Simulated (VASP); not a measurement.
**C: single point with PBEsol**

Slab: C, a slab with vacuum.

```
C
1.0
     2.45617    0.00000    0.00000
    -1.22809    2.12711    0.00000
     0.00000    0.00000    8.52380
C
2
Cartesian
  0.0000 1.4181 0.0000
  1.2281 0.7090 0.0000
```

```json
{"Program": "VASP 6.6.1", "Task": "single point", "Functional": "PBEsol", "Potentials or basis": "VASP PAW PBE potentials, release 64 (C)", "Cutoff": "600 eV", "k mesh": "8 × 8 × 2", "Occupations": "fermi-dirac, width 0.05 eV", "Spin": "no spin polarisation", "Dipole correction": "no", "Further INCAR settings": "ALGO = Normal; EDIFF = 1e-06; NBANDS = 11"}
```

```json
{"Band gap on the k mesh": "1.99 eV, direct"}
```

Levels at points of the mesh, in eV from the valence-band top:
| k point | band 2 | band 3 | band 4 | band 5 | band 6 | band 7 |
| --- | --- | --- | --- | --- | --- | --- |
| (0.00, 0.00, 0.00) | -6.70 | -1.97 | -1.97 | 4.13 | 6.50 | 8.05 |
| (0.50, 0.00, 0.00) | -12.28 | -5.40 | -1.35 | 2.69 | 8.49 | 12.08 |
| (0.00, 0.00, 0.50) | -6.70 | -1.97 | -1.97 | 4.86 | 4.94 | 9.39 |
| (0.50, 0.00, 0.50) | -12.28 | -5.40 | -1.35 | 2.69 | 8.49 | 12.60 |

It took 6 s on 1 thread of Intel(R) Xeon(R) 6975P-C (Granite Rapids), with other jobs on the host, peak memory 0.15 GiB.
